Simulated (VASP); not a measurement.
The system is Cd.

```
CELL_PARAMETERS angstrom
-1.54586 1.54586 2.35181
1.54586 -1.54586 2.35181
1.54586 1.54586 -2.35181
ATOMIC_POSITIONS crystal
Cd 0.00000 0.00000 0.00000
```

| Property | Result |
| --- | --- |
| Program | VASP 6.6.1 |
| Task | relaxation of cell and atoms |
| Functional | PBEsol |
| Potentials or basis | VASP PAW PBE potentials, release 64 (Cd) |
| Cutoff | 600 eV |
| k mesh | 24 × 24 × 24 |
| Occupations | gaussian, width 0.1 eV |
| Spin | no spin polarisation |

At the start: pressure -3.1 GPa; volume 22.48 Å³/atom.

Problem. How do energy, volume and symmetry change on relaxing?

Solution. Over 9 steps the energy falls by 25.6 meV/atom and the volume is 21.04 Å³/atom (-6.4 %); space group Fm-3m (No. 225, to 0.05 Å).

The path:
| step | energy change (eV) | largest force (eV/Å) | pressure (GPa) | volume (Å³) |
| --- | --- | --- | --- | --- |
| 1 | 0.0000 | 0.0000 | -3.06 | 22.48 |
| 2 | -0.0197 | 0.0000 | -0.13 | 21.11 |
| 3 | -0.0202 | 0.0000 | 0.50 | 20.89 |
| 4 | -0.0236 | 0.0000 | 0.34 | 20.93 |
| 5 | -0.0255 | 0.0000 | 0.17 | 20.98 |
| 6 | -0.0256 | 0.0000 | 0.18 | 20.98 |
| 7 | -0.0255 | 0.0000 | 0.17 | 20.98 |
| 8 | -0.0256 | 0.0000 | -0.09 | 21.07 |
| 9 | -0.0256 | 0.0000 | 0.00 | 21.04 |

Final structure:
```xyz
1
Lattice="-1.5492 1.5492 2.1913 1.5492 -1.5492 2.1913 1.5492 1.5492 -2.1913" Properties=species:S:1:pos:R:3 pbc="T T T"
Cd    0.0000    0.0000    0.0000
```

Caveat: the PAW data sets were made with another functional, which shifts forces and pressure a little.
